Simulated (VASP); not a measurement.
# C (Fmmm) in VASP: notebook

C is run at these levels: PBE; tasks: electric field gradients.

All numbers are computed with VASP 6.6.1; they aren't measurements. Logs are shortened: lines on timing, memory, paths and dates and some standing lists are left out, and cuts for length are marked.

**1. The cell of the first run**

Symmetry: Fmmm, No. 69, orthorhombic system. Conventional cell: a = 2.505 Å, b = 4.339 Å, c = 6.696 Å, α = 90.00°, β = 90.00°, γ = 90.00°. Within 1.9 Å of C (site symmetry m2m) lie 3 C at 1.45 Å.

**2. Electric field gradients, PBE (equal xx and yy strain of +2 %)**

Input file INCAR:

```
PREC = Accurate ; ENCUT = 520
EDIFF = 1E-8 ; ISMEAR = -1
SIGMA = 0.05 ; LREAL = False
LASPH = True ; NELM = 80
ALGO = Normal ; ISIF = 2
LWAVE = False ; LCHARG = False
GGA = PE ; LEFG = True
NBANDS = 11
```

Input file KPOINTS:

```
Automatic mesh
0
Gamma
  18 18 18
```

Input file POSCAR:

```
C
1.0
    0.0000000000      2.1695400000      3.3480000000
    1.2525600000      0.0000000000      3.3480000000
    1.2525600000      2.1695400000      0.0000000000
C
2
Direct
    0.1666700000      0.8333300000      0.1666700000
    0.8333300000      0.1666700000      0.8333300000
```

Potentials or basis: VASP PAW PBE potentials, release 64 (C).

Launch:

```bash
$ cat potpaw_PBE.64/C/POTCAR > POTCAR
$ mpirun -np 1 vasp_std > vasp.out
```

OUTCAR:

```text
PREC = Accurate
   ENCUT = 520
   EDIFF = 1E-8
   ISMEAR = -1
   LREAL = False
   LASPH = True
   NELM = 80
   ISIF = 2
   GGA = PE

 ion  position               nearest neighbor table
   1  0.167  0.833  0.167-   2 1.45   2 1.45   2 1.45
   2  0.833  0.167  0.833-   1 1.45   1 1.45   1 1.45

  LATTYP: Found a face centered orthorhombic cell.
 ALAT       =     2.5051200000
 B/A-ratio  =     1.7320846906
 C/A-ratio  =     2.6729258479

  Lattice vectors:

 A1 = (   0.0000000000,   2.1695400000,   3.3480000000)
 A2 = (   1.2525600000,   0.0000000000,   3.3480000000)
 A3 = (   1.2525600000,   2.1695400000,   0.0000000000)

Analysis of symmetry for initial positions (statically):
=====================================================================
 Subroutine PRICEL returns:
 Original cell was already a primitive cell.

 Routine SETGRP: Setting up the symmetry group for a
 face centered orthorhombic supercell.

 Subroutine GETGRP returns: Found  8 space group operations
 (whereof  8 operations were pure point group operations)
 out of a pool of  8 trial point group operations.

The static configuration has the point symmetry D_2h.

Analysis of symmetry for dynamics (positions and initial velocities):
=====================================================================
 Subroutine PRICEL returns:
 Original cell was already a primitive cell.

 Routine SETGRP: Setting up the symmetry group for a
 face centered orthorhombic supercell.

 Subroutine GETGRP returns: Found  8 space group operations
 (whereof  8 operations were pure point group operations)
 out of a pool of  8 trial point group operations.

The dynamic configuration has the point symmetry D_2h.

 Subroutine INISYM returns: Found  8 space group operations
 (whereof  8 operations are pure point group operations),
 and found     1 'primitive' translations

----------------------------------------------------------------------------------------

                                     Primitive cell

  volume of cell :      18.1962

  direct lattice vectors                    reciprocal lattice vectors
     0.000000000  2.169540000  3.348000000    -0.399182474  0.230463601  0.149342891
     1.252560000  0.000000000  3.348000000     0.399182474 -0.230463601  0.149342891
     1.252560000  2.169540000  0.000000000     0.399182474  0.230463601 -0.149342891

  length of vectors
     3.989487161  3.574634324  2.505156755     0.484523909  0.484523909  0.484523909

  position of ions in fractional coordinates (direct lattice)
     0.166670000  0.833330000  0.166670000
     0.833330000  0.166670000  0.833330000

  ion indices of the primitive-cell ions
   primitive index   ion index
                 1           1
                 2           2

----------------------------------------------------------------------------------------

 KPOINTS: Automatic mesh

Automatic generation of k-mesh.
 Grid dimensions read from file:
 generate k-points for:   18   18   18

 Generating k-lattice:

  Cartesian coordinates                     Fractional coordinates (reciprocal lattice)
    -0.022176804  0.012803533  0.008296827     0.055555556 -0.000000000  0.000000000
     0.022176804 -0.012803533  0.008296827    -0.000000000  0.055555556  0.000000000
     0.022176804  0.012803533 -0.008296827     0.000000000  0.000000000  0.055555556

  Length of vectors
     0.026917995  0.026917995  0.026917995

  Shift w.r.t. Gamma in fractional coordinates (k-lattice)
     0.000000000  0.000000000  0.000000000

 Subroutine IBZKPT returns following result:
 ===========================================

 Found    865 irreducible k-points:

 Following reciprocal coordinates:
            Coordinates               Weight
  0.000000  0.000000  0.000000      1.000000
  0.055556  0.000000  0.000000      8.000000
  0.111111  0.000000  0.000000      8.000000
  0.166667 -0.000000 -0.000000      8.000000
  0.222222  0.000000  0.000000      8.000000
  0.277778  0.000000  0.000000      8.000000
[... 16 lines left out ...]
 -0.277778  0.055556 -0.000000      8.000000
 -0.222222  0.055556 -0.000000      8.000000
 [... further k-points ...]
   k-points           NKPTS =    865   k-points in BZ     NKDIM =    865   number of bands    NBANDS=     11
   number of dos      NEDOS =    301   number of ions     NIONS =      2
   total plane-waves  NPLWV =  16800
   dimension x,y,z NGX =    30 NGY =   28 NGZ =   20
   dimension x,y,z NGXF=    60 NGYF=   56 NGZF=   40
   ions per type =               2
   NGX,Y,Z   is equivalent  to a cutoff of  12.50, 13.02, 13.27 a.u.
   NGXF,Y,Z  is equivalent  to a cutoff of  25.00, 26.04, 26.54 a.u.
 SYSTEM =  unknown system
   PREC   = accura    normal or accurate (medium, high low for compatibility)
   ISTART =      0    job   : 0-new  1-cont  2-samecut
   ICHARG =      2    charge: 1-file 2-atom 10-const
   ISPIN  =      1    spin polarized calculation?
   LNONCOLLINEAR =      F non collinear calculations
   LSORBIT =      F    spin-orbit coupling
   LASPH  =      T    aspherical Exc in radial PAW
   ENCUT  =  520.0 eV  38.22 Ry    6.18 a.u.   7.42  6.65  4.66*2*pi/ulx,y,z
   NELM   =     80;   NELMIN=  2; NELMDL= -5     # of ELM steps
   EDIFF  = 0.1E-07   stopping-criterion for ELM
   LREAL  =      F    real-space projection
   EDIFFG = 0.1E-06   stopping-criterion for IOM
   NSW    =      0    number of steps for IOM
   IBRION =     -1    ionic relax: 0-MD 1-quasi-New 2-CG
   NFREE  =      0    steps in history (QN), initial steepest desc. (CG)
   ISIF   =      2    stress and relaxation
   ISYM   =      2    0-nonsym 1-usesym 2-fastsym
   POTIM  = 0.5000    time-step for ionic-motion
   TEBEG  =    0.0;   TEEND  =   0.0 temperature during run
   PSTRESS=    0.0 pullay stress
   NELECT =       8.0000    total number of electrons
   NUPDOWN=      -1.0000    fix difference up-down
   EMIN   =  10.00;   EMAX   =-10.00  energy-range for DOS
   EFERMI =   0.00;   METHOD = LEGACY
   ISMEAR =    -1;   SIGMA  =   0.05  broadening in eV -4-tet -1-fermi 0-gaus
   EFERMI_NEDOS =   21; number of points for ismear=-14 and -15
   IALGO  =     38    algorithm
   IMIX   =      4    mixing-type and parameters
     AMIX     =   0.40;   BMIX     =  1.00
     AMIX_MAG =   1.60;   BMIX_MAG =  1.00
  volume/ion in A,a.u.               =       9.10        61.40
  Fermi-wavevector in a.u.,A,eV,Ry     =   1.244833  2.352392 21.083699  1.549608
  Thomas-Fermi vector in A             =   2.379082
   LORBIT       =      0    0 simple, 1 ext, 2 COOP (PROOUT), +10 PAW based schemes
   GGA     = PE    functional components
   LHFCALC =     F    Hartree Fock is set to
   AEXX    =    0.0000 exact exchange contribution
   IVDW    =     0    specifies the selected vdW correction
   LEPSILON=     F    determine dielectric tensor
   LRPA    =     F    only Hartree local field effects (RPA)
 non-spin polarized calculation
  energy-cutoff  :      520.00
  volume of cell :       18.20
 maximum number of plane-waves:       510
 NGX is ok and might be reduce to    30
   NGX = 15   NGY = 13   NGZ =  9

 number of electron       8.0000000 magnetization

 Free energy of the ion-electron system (eV)
  ---------------------------------------------------
  ext. energy  EPLUGINS =         0.00000000
  ---------------------------------------------------
  free energy    TOTEN  =       -18.38753061 eV

  energy without entropy =      -18.38730976  energy(sigma->0) =      -18.38742019

 E-fermi :   4.4126     XC(G=0): -10.2373

 val. band max:        4.3727843464   @ k =  -0.2778   0.0556   0.3333
 cond. band min:       4.4533774825   @ k =  -0.2222   0.1111   0.3333
 fundamental gap:      0.0805931361
 Fermi energy:         4.4126331377

 k-point     1 :       0.0000    0.0000    0.0000
  band No.  band energies     occupation
      1     -14.8617      2.00000
      2      -1.7831      2.00000
      3       1.3804      2.00000
      4       1.4083      2.00000
      5       8.9036      0.00000
      6      12.4255      0.00000
      7      12.5034      0.00000
      8      15.2199      0.00000
      9      15.9515      0.00000
     10      26.4438      0.00000
     11      29.8243      0.00000

 k-point     2 :       0.0556    0.0000    0.0000
  band No.  band energies     occupation
      1     -14.7878      2.00000
      2      -1.7222      2.00000
      3       1.1101      2.00000
      4       1.2398      2.00000
      5       9.0284      0.00000
      6      12.5110      0.00000
      7      12.7514      0.00000
      8      14.9653      0.00000
      9      16.0982      0.00000
     10      26.6765      0.00000
     11      28.9011      0.00000

 k-point     3 :       0.1111    0.0000    0.0000
  band No.  band energies     occupation
      1     -14.5668      2.00000
      2      -1.5389      2.00000
      3       0.3149      2.00000
      4       0.8433      2.00000
      5       9.4001      0.00000
      6      12.5315      0.00000
      7      13.5944      0.00000
      8      14.2441      0.00000
      9      16.5740      0.00000
     10      26.9648      0.00000
     11      27.4121      0.00000

 k-point     4 :       0.1667   -0.0000   -0.0000
  band No.  band energies     occupation
      1     -14.2002      2.00000
      2      -1.2316      2.00000
      3      -0.8273      2.00000
      4       0.3096      2.00000
      5      10.0082      0.00000
      6      12.4307      0.00000
      7      13.1572      0.00000
      8      14.8683      0.00000
      9      17.3856      0.00000
     10      25.2445      0.00000
     11      28.1743      0.00000
[... 239 lines left out ...]
 k-point    22 :      -0.3333    0.0556    0.0000
  band No.  band energies     occupation
      1     -11.3999      2.00000
      2      -6.3833      2.00000
      3      -1.5687      2.00000
      4       1.3867      2.00000
      5       7.4347      0.00000
      6      11.4944      0.00000
      7      13.8996      0.00000
      8      19.9560      0.00000
      9      21.6671      0.00000
     10      22.3113      0.00000
     11      25.9512      0.00000

 k-point    23 :      -0.2778    0.0556   -0.0000
  band No.  band energies     occupation
      1     -12.2970      2.00000
      2      -4.9997      2.00000
      3      -1.2347      2.00000
      4       0.6708      2.00000
      5       8.7979      0.00000
      6      11.6514      0.00000
      7      12.6154      0.00000
      8      19.9824      0.00000
      9      20.4575      0.00000
     10      21.6552      0.00000
     11      26.4593      0.00000

 k-point    24 :      -0.2222    0.0556   -0.0000
  band No.  band energies     occupation
      1     -13.0726      2.00000
      2      -3.5728      2.00000
      3      -0.7888      2.00000
      4      -0.0089      2.00000
      5      10.2762      0.00000
      6      11.3347      0.00000
      7      12.0280      0.00000
      8      18.1862      0.00000
      9      19.6312      0.00000
     10      22.3350      0.00000
     11      27.1457      0.00000

 [... further k-points ...]

------------------------ aborting loop because EDIFF is reached ----------------------------------------

  FORCE on cell =-STRESS in cart. coord.  units (eV):
  Direction    XX          YY          ZZ          XY          YZ          ZX
  --------------------------------------------------------------------------------------
  -------------------------------------------------------------------------------------
  Total       -1.9898527     -2.0499785      0.4426433      0.0000000      0.0000000      0.0000000
  in kB     -175.2063599   -180.5004295     38.9747070      0.0000000      0.0000000      0.0000000
  external PRESSURE =    -105.5773608 kB  Pullay stress =       0.0000000 kB

 VOLUME and BASIS-vectors are now :
 -----------------------------------------------------------------------------
  energy-cutoff  :      520.00
  volume of cell :       18.20
      direct lattice vectors                 reciprocal lattice vectors
     0.000000000  2.169540000  3.348000000    -0.399182474  0.230463601  0.149342891
     1.252560000  0.000000000  3.348000000     0.399182474 -0.230463601  0.149342891
     1.252560000  2.169540000  0.000000000     0.399182474  0.230463601 -0.149342891

 POSITION                                       TOTAL-FORCE (eV/Angst)
 -----------------------------------------------------------------------------------
      1.25256      0.72319      3.34800         0.000000      0.003723      0.000000
      1.25256      3.61589      3.34800         0.000000     -0.003723      0.000000
 -----------------------------------------------------------------------------------
    total drift:                               -0.000000     -0.000000     -0.000000

  FREE ENERGIE OF THE ION-ELECTRON SYSTEM (eV)
  ---------------------------------------------------
  free  energy   TOTEN  =       -18.3875306136 eV

  energy  without entropy=      -18.3873097597  energy(sigma->0) =      -18.38742019

 Electric field gradients (V/A^2)
---------------------------------------------------------------------
 ion       V_xx      V_yy      V_zz      V_xy      V_xz      V_yz
---------------------------------------------------------------------
   1     -13.841   -13.798    27.640     0.000     0.000     0.000
   2     -13.841   -13.798    27.640     0.000     0.000     0.000
---------------------------------------------------------------------

 Electric field gradients after diagonalization (V/A^2)
 (convention: |V_zz| > |V_xx| > |V_yy|)
----------------------------------------------------------------------
 ion       V_xx      V_yy      V_zz     asymmetry (V_yy - V_xx)/ V_zz
----------------------------------------------------------------------
   1     -13.841   -13.798    27.640       0.002
   2     -13.841   -13.798    27.640       0.002
----------------------------------------------------------------------

           NMR quadrupolar parameters

 Cq : quadrupolar parameter    Cq=e*Q*V_zz/h
 eta: asymmetry parameters     (V_yy - V_xx)/ V_zz
 Q  : nuclear electric quadrupole moment in mb (millibarn)
----------------------------------------------------------------------
 ion       Cq(MHz)       eta       Q (mb)
----------------------------------------------------------------------
   1       0.067       0.002       1.000
   2       0.067       0.002       1.000
----------------------------------------------------------------------
```

Run time: 89 s. Hardware: 1 thread of Intel Xeon 6975P-C (Granite Rapids), shared host; peak memory 0.25 GiB.

Results:

* Free energy: -18.3875 eV
* Pressure: -10.6 GPa
* Largest force: 0.004 eV/Å
* Largest electric field gradient by atom: C +27.6 V/Å²

Forces on the atoms (eV/Å):
```
C    0.000  0.004  0.000
C    0.000 -0.004  0.000
```

Electric field gradients, principal values (V/Å²):
```
atom    least   middle  greatest (by size)
 1 C  -13.798  -13.841              27.640
 2 C  -13.798  -13.841              27.640
```

Caveat: the cell differs from its parent crystal (equal xx and yy strain of +2 %); the cell stands under tension; this functional lacks dispersion, which binds the layers, so the pressure and a relaxed spacing across them are unreliable; without QUAD_EFG the Cq values of the log hold for a quadrupole moment of 1 mb, not for the nuclei.

[end of part 1 of 3]
